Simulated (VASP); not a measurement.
Runs of VASP 6.6.1 on Al. The structure is that of space group Pm-3m (No. 221), or close to it. The cells are those of the table. 

```tsv
task	level	cell	k mesh	cutoff (eV)	grid for exact exchange (PRECFOCK)	share of exact exchange	gap on the mesh (eV)	pressure (GPa)	relaxed volume (Å³/atom)
relaxation of cell and atoms	PBEsol-based global hybrid	relaxed from a = 2.722 Å, 1 atom	5 × 5 × 5	600	Normal	0.25	none	0.0	19.53
single point	PBE0	a = 2.706 Å, 1 atom	5 × 5 × 5	520	Normal	-	none	(a)	-
single point	PBEsol	a = 2.722 Å, 1 atom	6 × 6 × 6	520	-	-	none	-1.0	-
relaxation of cell and atoms	HF	relaxed from a = 2.722 Å, 1 atom	5 × 5 × 5	600	Normal	-	none	0.0	29.08
single point	PBE	a = 2.722 Å, 1 atom	10 × 10 × 10	520	-	-	none	0.3	-
single point	HF	a = 2.793 Å, 1 atom	5 × 5 × 5	520	Normal	-	none	(b)	-
relaxation of cell and atoms	PBE0	relaxed from a = 2.722 Å, 1 atom	5 × 5 × 5	600	Normal	-	none	0.0	19.76
single point	PBEsol-based global hybrid	a = 2.695 Å, 1 atom	5 × 5 × 5	520	Normal	0.25	none	-0.1	-
```

Alike in all rows: potentials or basis VASP PAW PBE potentials, release 64 (Al); no spin polarisation; smearing fermi-dirac 0.05 eV.

Fill in the values left out.

(a) -0.2; (b) 6.1.

Caveats: some runs use coarse meshes; the PAW data sets were made with another functional, which shifts forces and pressure a little (some runs); the volume moved by over 15 % at a fixed basis, so the end points are rough (some runs).

A gap of «none» marks levels without a gap at the run's occupations.
